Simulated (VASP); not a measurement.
Wanted: the native input for a VASP 6.6.1 run.

| Quantity | Value |
| --- | --- |
| Task | single point |
| Functional | PBE |
| Potentials or basis | VASP PAW PBE potentials, release 64 (Cd) |
| Cutoff | 520 eV |
| k mesh | 15 × 15 × 4 |
| Occupations | fermi-dirac, width 0.1 eV |
| Spin | no spin polarisation |
| Dipole correction | no |
| Further INCAR settings | ALGO = Normal; EDIFF = 1e-06; NBANDS = 32 |

The structure of Cd lies in POSCAR:

```
Cd
1.0
    3.0722917324      0.0000000000      0.0000000000
   -1.5361458662      2.6606826881      0.0000000000
    0.0000000000      0.0000000000      9.8161837969
Cd
4
Direct
    0.0000000000      1.0000000000      0.0000000000
    0.0000000000      0.0000000000      0.5000000000
    0.3333333333      0.6666666667      0.2500000000
    0.6666666667      0.3333333333      0.7500000000
```

These files were run (other wordings do the same):

INCAR

```
SYSTEM = Cd
  ALGO = Normal
  EDIFF = 1E-6
  ENCUT = 520
  GGA = PE
  ISIF = 2
  ISMEAR = -1
  LASPH = .TRUE.
  LCHARG = .FALSE.
  LREAL = .FALSE.
  LWAVE = .FALSE.
  NBANDS = 32
  NELM = 80
  PREC = Accurate
  SIGMA = 0.1
```

KPOINTS

```
k-points
0
G
  15 15 4
  0 0 0
```

Potentials or basis: VASP PAW PBE potentials, release 64 (Cd).

Command:

```sh
$ cat potpaw_PBE.64/Cd/POTCAR > POTCAR
$ mpirun -np 1 vasp_std > vasp.out
```

Results of the run:

```yaml
Pressure: 8.0 GPa
Band_gap_on_the_k_mesh: zero (bands 24 and 25 overlap by 2.42 eV)
```

Caveat: the cell stands under pressure.

Wall time 2.9 min on 1 thread of Intel Xeon 8259CL, on a shared host, peak memory 0.3 GiB.
